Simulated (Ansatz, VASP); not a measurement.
Two plane-wave programs on MgO3

File INCAR:

```
SYSTEM = MgO3
ALGO = Normal ; EDIFF = 1E-6
ENCUT = 520 ; GGA = PE
ISIF = 2 ; ISMEAR = 0
ISPIN = 2 ; LASPH = .True.
LCHARG = .True. ; LELF = .True.
LORBIT = 11 ; LREAL = .False.
LVHAR = .True. ; LWAVE = .False.
MAGMOM = 0 1 1 1 ; NBANDS = 22
NELM = 150 ; PREC = Accurate
SIGMA = 0.1
```

File KPOINTS:

```
k-points
0
Gamma
  6 6 6
  0 0 0
```

Contents of POSCAR:

```
MgO3
1.0
   -2.3044918200      2.3044918200      2.3044918200
    2.3044918200     -2.3044918200      2.3044918200
    2.3044918200      2.3044918200     -2.3044918200
Mg O
1 3
Direct
    0.0000000000      0.0000000000      0.0000000000
    0.0000000000      0.5000000000      0.5000000000
    0.5000000000      0.0000000000      0.5000000000
    0.5000000000      0.5000000000      0.0000000000
```

Input for Ansatz:

```yaml
crystal:
  lattice:
    - [-2.30449182, 2.30449182, 2.30449182]
    - [2.30449182, -2.30449182, 2.30449182]
    - [2.30449182, 2.30449182, -2.30449182]
  atoms:
    - { symbol: Mg, position: [0.0, 0.0, 0.0] }
    - { symbol: O, position: [0.0, 0.5, 0.5], spin: 1.0 }
    - { symbol: O, position: [0.5, 0.0, 0.5], spin: 1.0 }
    - { symbol: O, position: [0.5, 0.5, 0.0], spin: 1.0 }
basis:
  ecutwfc: 420
kpoints:
  mp_grid: { grid: [6, 6, 6] }
hamiltonian:
  xc: pbe
scf:
  occupations: { method: gaussian, width: 0.1 }
  lower_state_search: "off"
output:
  forces: true
  stress: true
  eigenvalues: true
  populations: true
magnetization:
  spin_polarized: true
```

Alike in both runs: task single point; functional PBE; k mesh 6 × 6 × 6; occupations gaussian, width 0.1 eV; collinear spin.

```csv
,VASP,Ansatz
version,VASP 6.6.1,Ansatz 0.2.0
potentials or method,"VASP PAW PBE potentials, release 64 (Mg, O), cutoff 520 eV","scalar-relativistic, plane waves, PAW"
valence electrons in the cell,20,28
```

```csv
,VASP,Ansatz,Ansatz less VASP
gap on the k mesh at the Fermi level (eV),none,none,-
pressure (GPa),-22.4,-22.0,+0.45
net moment per atom (μB),0.25,0.25,0.000
size of the moment on the site where the two differ most (μB),0.29,0.32,+0.034
```

Site moments also hang on the region over which each program counts them. A gap of «none» marks a metal or a gap that the smearing closes. VASP's potentials hold 20 valence electrons a cell and Ansatz's 28, so a difference there can come from the potentials and not from the codes.
